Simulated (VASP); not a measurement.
Set up this calculation in VASP 6.6.1, as the native input.

| Quantity | Value |
| --- | --- |
| Task | single point |
| Functional | PBE |
| Potentials or basis | VASP PAW PBE potentials, release 64 (Sc_sv, W_sv) |
| Cutoff | 520 eV |
| k mesh | 6 × 6 × 6 |
| Occupations | gaussian, width 0.1 eV |
| Spin | no spin polarisation |
| Dipole correction | no |
| Further INCAR settings | ALGO = Fast; EDIFF = 1e-07; NBANDS = 34 |

The structure of ScW3 lies in POSCAR:

```
ScW3
1.0
    0.0000000000      3.2291460273      3.2291460273
    3.2291460273      0.0000000000      3.2291460273
    3.2291460273      3.2291460273      0.0000000000
Sc W
1 3
Direct
    0.0000000000      0.0000000000      0.0000000000
    0.2500000000      0.2500000000      0.2500000000
    0.7500000000      0.7500000000      0.7500000000
    0.5000000000      0.5000000000      0.5000000000
```

The cell was built from a structure type or drawn by symmetry, and may not be a known phase.

One way to write it, as run:

INCAR

```
SYSTEM = ScW3
PREC     = Accurate       ! precision mode
ENCUT    = 520            ! plane-wave cutoff, eV
EDIFF    = 1E-7           ! SCF threshold, eV
ISMEAR   = 0              ! smearing method
SIGMA    = 0.1            ! smearing width, eV
LREAL    = .False.        ! projectors in reciprocal space
LASPH    = .True.         ! aspherical terms in the spheres
NELM     = 60             ! most SCF steps
ALGO     = Fast           ! electronic algorithm
ISIF     = 2              ! what is computed and relaxed
LWAVE    = .False.        ! write WAVECAR
LCHARG   = .False.        ! write CHGCAR
GGA      = PE             ! functional
NBANDS   = 34             ! bands
```

KPOINTS

```
regular mesh
0
Gamma
  6 6 6
  0 0 0
```

Potentials or basis: VASP PAW PBE potentials, release 64 (Sc_sv, W_sv).

Command:

```bash
$ cat potpaw_PBE.64/Sc_sv/POTCAR potpaw_PBE.64/W_sv/POTCAR > POTCAR
$ mpirun -np 1 vasp_std > vasp.out
```

Results of the run:

- Pressure: 0.4 GPa
- Band gap on the k mesh: zero (an odd number of electrons rules out a gap without spin polarisation)

Caveat: spin-orbit coupling is left out, which moves the levels of the heavy elements.

Run time: 43 s on 1 thread of Intel(R) Xeon(R) 6975P-C (Granite Rapids), on a shared host, peak memory 0.21 GiB.
